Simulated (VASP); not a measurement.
# Ta3W2 in VASP: further runs, part 2 of 2

VASP 6.6.1. Earlier steps stand in the parts before.

## 3. Single point, PBE

This run uses another cell than the first one: it holds 10 atoms, not 5.

Input file INCAR:

```
SYSTEM = Ta3W2
PREC = Accurate
ENCUT = 520
EDIFF = 1E-6
ISMEAR = 0
SIGMA = 0.2
LREAL = .FALSE.
LASPH = .TRUE.
NELM = 80
ALGO = Fast
ISIF = 2
LWAVE = .FALSE.
LCHARG = .FALSE.
GGA = PE
NBANDS = 72
```

Input file KPOINTS:

```
Automatic mesh
0
G
  8 4 2
  0 0 0
```

Input file POSCAR:

```
Ta3W2
1.0
   -1.6248485652     -2.3267739811      0.0000000000
   -4.8745456956      2.3267739811      0.0000000000
   -1.6248485652      0.0000000000    -11.4202138628
Ta W
6 4
Direct
    0.5000000000      0.5000000000      0.0000000000
    1.0000000000      1.0000000000      0.0000000000
    0.0988183337      0.0988183337      0.6047266652
    0.5988183337      0.5988183337      0.6047266652
    0.4011816663      0.4011816663      0.3952733348
    0.9011816663      0.9011816663      0.3952733348
    0.2995070863      0.2995070863      0.8019716547
    0.7995070863      0.7995070863      0.8019716547
    0.2004929137      0.2004929137      0.1980283453
    0.7004929137      0.7004929137      0.1980283453
```

Potentials or basis: VASP PAW PBE potentials, release 64 (Ta_pv, W_sv).

On the command line:

```
> cat potpaw_PBE.64/Ta_pv/POTCAR potpaw_PBE.64/W_sv/POTCAR > POTCAR
> mpirun -np 1 vasp_std > vasp.out
```

OUTCAR:

```text
SYSTEM = Ta3W2
   PREC = Accurate
   ENCUT = 520
   EDIFF = 1E-6
   ISMEAR = 0
   LREAL = .FALSE.
   LASPH = .TRUE.
   NELM = 80
   ISIF = 2
   GGA = PE

 ion  position               nearest neighbor table
   1  0.500  0.500  0.000-   8 2.78   9 2.78   7 2.78  10 2.78   2 2.84   2 2.84   7 3.24   9 3.24
                             8 3.24  10 3.24   2 3.25   2 3.25
   2  0.000  0.000  0.000-   7 2.78  10 2.78   9 2.78   8 2.78   1 2.84   1 2.84   8 3.24  10 3.24
                             7 3.24   9 3.24   1 3.25   1 3.25
   3  0.099  0.099  0.605-   7 2.78   8 2.78   4 2.84   4 2.84   5 2.89   6 2.89   8 3.24   7 3.24
                             4 3.25   4 3.25   6 3.34   5 3.34
   4  0.599  0.599  0.605-   8 2.78   7 2.78   3 2.84   3 2.84   6 2.89   5 2.89   7 3.24   8 3.24
                             3 3.25   3 3.25   5 3.34   6 3.34
   5  0.401  0.401  0.395-   9 2.78  10 2.78   6 2.84   6 2.84   3 2.89   4 2.89   9 3.24  10 3.24
                             6 3.25   6 3.25   4 3.34   3 3.34
   6  0.901  0.901  0.395-  10 2.78   9 2.78   5 2.84   5 2.84   4 2.89   3 2.89  10 3.24   9 3.24
                             5 3.25   5 3.25   3 3.34   4 3.34
[... 2033 lines left out ...]
     71      10.0883      0.00000
     72      10.1695      0.00000

 [... further k-points ...]

------------------------ aborting loop because EDIFF is reached ----------------------------------------

  FORCE on cell =-STRESS in cart. coord.  units (eV):
  Direction    XX          YY          ZZ          XY          YZ          ZX
  --------------------------------------------------------------------------------------
  -------------------------------------------------------------------------------------
  Total       -0.2299967      0.0593574      1.2946308     -0.3705025     -0.1102411      0.0041047
  in kB       -2.1336880      0.5506605     12.0103368     -3.4371652     -1.0227108      0.0380798
  external PRESSURE =       3.4757698 kB  Pullay stress =       0.0000000 kB

 VOLUME and BASIS-vectors are now :
 -----------------------------------------------------------------------------
  energy-cutoff  :      520.00
  volume of cell :      172.70
      direct lattice vectors                 reciprocal lattice vectors
    -1.624848565 -2.326773981  0.000000000    -0.153860492 -0.322334703  0.021891009
    -4.874545696  2.326773981  0.000000000    -0.153860492  0.107444901  0.021891009
    -1.624848565  0.000000000-11.420213863     0.000000000  0.000000000 -0.087564034

 POSITION                                       TOTAL-FORCE (eV/Angst)
 -----------------------------------------------------------------------------------
     -3.24970      0.00000      0.00000        -0.000000     -0.000000      0.000000
      0.00000      0.00000      0.00000        -0.000000     -0.000000      0.000000
     -1.62485      0.00000     -6.90611         0.007931      0.003635      0.019357
     -4.87455      0.00000     -6.90611         0.007931      0.003635      0.019357
     -3.24970      0.00000     -4.51411        -0.007931     -0.003635     -0.019357
     -6.49939      0.00000     -4.51411        -0.007931     -0.003635     -0.019357
     -3.24970      0.00000     -9.15869        -0.000727      0.002719      0.015975
     -6.49939      0.00000     -9.15869        -0.000727      0.002719      0.015975
     -1.62485      0.00000     -2.26153         0.000727     -0.002719     -0.015975
     -4.87455      0.00000     -2.26153         0.000727     -0.002719     -0.015975
 -----------------------------------------------------------------------------------
    total drift:                               -0.000000      0.000000      0.000000

  FREE ENERGIE OF THE ION-ELECTRON SYSTEM (eV)
  ---------------------------------------------------
  free  energy   TOTEN  =      -123.2259884366 eV

  energy  without entropy=     -123.0554767150  energy(sigma->0) =     -123.14073258
```

OSZICAR:

```text
N       E                     dE             d eps       ncg     rms          rms(c)
DAV:   1     0.155650441457E+04    0.15565E+04   -0.69004E+04  5288   0.187E+03
DAV:   2    -0.198069853689E+02   -0.15763E+04   -0.15434E+04  5248   0.594E+02
DAV:   3    -0.123906081699E+03   -0.10410E+03   -0.98976E+02  6192   0.135E+02
DAV:   4    -0.128500018664E+03   -0.45939E+01   -0.43672E+01  6256   0.232E+01
DAV:   5    -0.128649035993E+03   -0.14902E+00   -0.14771E+00  6376   0.374E+00    0.513E+01
RMM:   6    -0.124609367604E+03    0.40397E+01   -0.83173E+00  5862   0.114E+01    0.219E+01
RMM:   7    -0.125293567603E+03   -0.68420E+00   -0.75329E+00  6470   0.878E+00    0.653E+00
RMM:   8    -0.123242210523E+03    0.20514E+01   -0.18619E+00  6135   0.392E+00    0.261E+00
RMM:   9    -0.123236556642E+03    0.56539E-02   -0.81020E-01  7040   0.204E+00    0.194E+00
RMM:  10    -0.123224416272E+03    0.12140E-01   -0.14461E-01  6490   0.135E+00    0.503E-01
RMM:  11    -0.123225384690E+03   -0.96842E-03   -0.41407E-02  7554   0.518E-01    0.163E-01
RMM:  12    -0.123225927767E+03   -0.54308E-03   -0.63637E-03  7561   0.204E-01    0.120E-01
RMM:  13    -0.123225983902E+03   -0.56135E-04   -0.81551E-04  7197   0.845E-02    0.604E-02
RMM:  14    -0.123225979153E+03    0.47488E-05   -0.25418E-04  6764   0.486E-02    0.801E-03
RMM:  15    -0.123225987832E+03   -0.86795E-05   -0.84832E-05  7256   0.225E-02    0.530E-03
RMM:  16    -0.123225987888E+03   -0.55588E-07   -0.13461E-05  5346   0.102E-02    0.331E-03
RMM:  17    -0.123225988437E+03   -0.54867E-06   -0.53991E-06  4220   0.542E-03
   1 F= -.12322599E+03 E0= -.12314073E+03  d E =-.170512E+00
```

stdout:

```text
POSCAR found type information on POSCAR TaW
 POSCAR found :  2 types and      10 ions
 scaLAPACK will be used
 LDA part: xc-table for (Slater+PW92), standard interpolation
 POSCAR, INCAR and KPOINTS ok, starting setup
 FFT: planning ... GRIDC
 FFT: planning ... GRID_SOFT
 FFT: planning ... GRID
 WAVECAR not read
 entering main loop
```

It took 18 min on 1 thread of Oxide Virtual Turin-like, shared host; peak memory 0.46 GiB.

Results:

```yaml
Free_energy: -123.2260 eV
Pressure: 0.3 GPa
Largest_force: 0.021 eV/Å
Band_gap_on_the_k_mesh: zero (bands 61 and 62 overlap by 1.96 eV)
```

Forces in eV/Å, atoms in the order of the input:
```
Ta   0.000  0.000  0.000
Ta   0.000  0.000  0.000
Ta   0.008  0.004  0.019
Ta   0.008  0.004  0.019
Ta  -0.008 -0.004 -0.019
Ta  -0.008 -0.004 -0.019
W   -0.001  0.003  0.016
W   -0.001  0.003  0.016
W    0.001 -0.003 -0.016
W    0.001 -0.003 -0.016
```

Caveat: spin-orbit coupling is left out, which moves the levels of the heavy elements.

## 4. Single point, PBE

This run uses another cell than the first one: it holds 10 atoms, not 5.

Input file INCAR:

```
PREC = Accurate
ENCUT = 520
EDIFF = 1E-7
ISMEAR = 0
SIGMA = 0.2
LREAL = False
LASPH = True
NELM = 80
ALGO = Fast
ISIF = 2
LWAVE = False
LCHARG = True
GGA = PE
LELF = True
LVHAR = True
NBANDS = 72
```

Input file KPOINTS:

```
Automatic mesh
0
Gamma
  8 4 2
```

Input file POSCAR:

```
Ta3W2
1.0
   -1.6127580854     -2.3174340100      0.0011175239
   -4.8658449262      2.3370520116     -0.0016971393
   -1.6205903599      0.0114937917    -11.4790542216
Ta W
6 4
Direct
    0.5000577643      0.4999816418      0.0000115484
    1.0000396574      0.9999715822     -0.0000042997
    0.0983944906      0.0989101472      0.6046220557
    0.5984084430      0.5989078693      0.6046311207
    0.4015530210      0.4011275035      0.3953675096
    0.9015304458      0.9011177943      0.3953690658
    0.2991201673      0.2995582124      0.8018613042
    0.7991678011      0.7995561519      0.8018707151
    0.2008576610      0.2004493201      0.1981350495
    0.7008705484      0.7004197773      0.1981359305
```

On the command line:

```
> cat potpaw_PBE.64/Ta_pv/POTCAR potpaw_PBE.64/W_sv/POTCAR > POTCAR
> mpirun -np 1 vasp_std > vasp.out
```

Wall time 21 min (1 thread of Oxide Virtual Turin-like, shared host); peak memory 0.45 GiB.

It converged, with:

| Quantity | Value |
| --- | --- |
| Free energy | -123.2310 eV |
| Pressure | 0.3 GPa |
| Largest force | 0.013 eV/Å |
| Band gap on the k mesh | zero (bands 61 and 62 overlap by 2.02 eV) |

Forces in eV/Å, atoms in the order of the input:
```
Ta   0.001  0.001  0.002
Ta  -0.001  0.001 -0.001
Ta   0.005  0.001  0.011
Ta   0.005  0.001  0.012
Ta  -0.004 -0.002 -0.012
Ta  -0.005 -0.002 -0.011
W   -0.002  0.000 -0.001
W   -0.001  0.002  0.001
W    0.003 -0.002  0.000
W    0.000  0.000  0.000
```

Levels at points of the mesh, in eV from the Fermi level:
```tsv
k point	band 57	band 58	band 59	band 60	band 61	band 62	band 63	band 64	band 65	band 66
(0.00, 0.00, 0.00)	-0.20	0.02	0.10	0.44	0.47	0.50	0.60	0.62	1.31	1.47
(0.50, 0.00, 0.00)	-0.84	-0.84	-0.79	-0.79	0.53	0.53	0.75	0.75	1.36	1.36
(0.00, 0.50, 0.00)	-0.66	-0.66	-0.62	-0.62	-0.48	-0.48	-0.47	-0.47	2.14	2.14
(0.50, 0.50, 0.00)	-0.61	0.24	0.54	0.64	1.04	1.30	1.53	1.55	2.39	2.72
(0.00, 0.00, 0.50)	-0.03	0.09	0.14	0.26	0.26	0.51	0.61	0.69	1.46	1.52
(0.50, 0.00, 0.50)	-1.02	-1.02	-0.71	-0.71	-0.12	-0.12	0.52	0.52	1.59	1.59
(0.00, 0.50, 0.50)	-0.76	-0.76	-0.73	-0.73	-0.39	-0.39	-0.38	-0.38	2.14	2.16
(0.50, 0.50, 0.50)	0.10	0.24	0.54	0.63	1.54	1.57	1.80	2.05	2.22	2.40
```

Caveat: spin-orbit coupling is left out, which moves the levels of the heavy elements.

## 5. Summary

| cell | k mesh | smearing | further INCAR settings | gap on the mesh (eV) | pressure (GPa) | largest force (eV/Å) |
| --- | --- | --- | --- | --- | --- | --- |
| a = 11.678, b = 11.565, c = 2.805 Å, angles 85.4, 80.8, 13.9°, 5 atoms, atomic positions A | 6 × 6 × 6 | gaussian 0.1 eV | ALGO = Fast; EDIFF = 1e-06; NBANDS = 38 | none | 4.9 | 0.79 |
| a = 2.838, b = 5.401, c = 11.535 Å, angles 82.7, 85.4, 80.6°, 10 atoms, atomic positions B | 8 × 4 × 2 | gaussian 0.2 eV | ALGO = Fast; EDIFF = 1e-06; NBANDS = 72 | none | 0.3 | 0.02 |
| a = 2.823, b = 5.398, c = 11.593 Å, angles 82.7, 85.5, 80.8°, 10 atoms, atomic positions C | 8 × 4 × 2 | gaussian 0.2 eV | ALGO = Fast; EDIFF = 1e-07; NBANDS = 72 | none | 0.3 | 0.01 |

Alike in all rows: task single point; level PBE; potentials or basis VASP PAW PBE potentials, release 64 (Ta_pv, W_sv); no spin polarisation; cutoff (eV) 520.

Caveats: some runs use coarse meshes; spin-orbit coupling is left out, which moves the levels of the heavy elements.

Total energies depend on the potentials used, so only differences within one code and one set of settings carry meaning.
